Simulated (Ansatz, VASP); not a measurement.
# SiO2 in VASP and in Ansatz

INCAR

```
SYSTEM = SiO2
  PREC = Accurate
  ENCUT = 520
  EDIFF = 1E-6
  ISMEAR = 0
  SIGMA = 0.05
  LREAL = .False.
  LASPH = .True.
  NELM = 100
  ALGO = Normal
  ISIF = 2
  LWAVE = .False.
  LCHARG = .False.
  GGA = PE
  NBANDS = 25
```

The input KPOINTS:

```
Automatic mesh
0
Gamma
  6 6 10
  0 0 0
```

Contents of POSCAR:

```
SiO2
1.0
    4.2753790114      0.0000000000      0.0000000000
    0.0000000000      4.2753790114      0.0000000000
    0.0000000000      0.0000000000      3.0628815238
Si O
2 4
Direct
    0.5000000000      0.5000000000      0.5000000000
    0.0000000000      0.0000000000      0.0000000000
    0.6930127928      0.6930127928      0.0000000000
    0.1930127928      0.8069872072      0.5000000000
    0.3069872072      0.3069872072      0.0000000000
    0.8069872072      0.1930127928      0.5000000000
```

Input for Ansatz:

```yaml
crystal:
  lattice:
    - [4.2753790114, 0.0, 0.0]
    - [0.0, 4.2753790114, 0.0]
    - [0.0, 0.0, 3.0628815238]
  atoms:
    - { symbol: Si, position: [0.5, 0.5, 0.5] }
    - { symbol: Si, position: [0.0, 0.0, 0.0] }
    - { symbol: O, position: [0.6930127928, 0.6930127928, 0.0] }
    - { symbol: O, position: [0.1930127928, 0.8069872072, 0.5] }
    - { symbol: O, position: [0.3069872072, 0.3069872072, 0.0] }
    - { symbol: O, position: [0.8069872072, 0.1930127928, 0.5] }
basis:
  ecutwfc: 520.0
kpoints:
  mp_grid: { grid: [6, 6, 10] }
hamiltonian:
  xc: pbe
  pseudopotentials: { kind: paw, azcp: { folder: soft_1 } }
scf:
  occupations: { method: gaussian, width: 0.05 }
output:
  forces: true
  stress: true
  eigenvalues: true
```

Alike in both runs: task single point; functional PBE; k mesh 6 × 6 × 10; occupations gaussian, width 0.05 eV; no spin polarisation.

|  | VASP | Ansatz |
| --- | --- | --- |
| version | VASP 6.6.1 | Ansatz 0.2.0 |
| potentials or method | VASP PAW PBE potentials, release 64 (Si, O), cutoff 520 eV | scalar-relativistic, plane waves, PAW |
| valence electrons in the cell | 32 | 32 |

|  | VASP | Ansatz | Ansatz less VASP |
| --- | --- | --- | --- |
| gap on the k mesh at the Fermi level (eV) | 2.22 | 2.24 | +0.022 |
| least direct gap on the mesh (eV) | 2.22 | 2.24 | +0.022 |
| rms of the force components (eV/Å) | 0.219 | 0.221 | +0.0026 |

Atom by atom the forces differ by 0.003 eV/Å (rms over components).
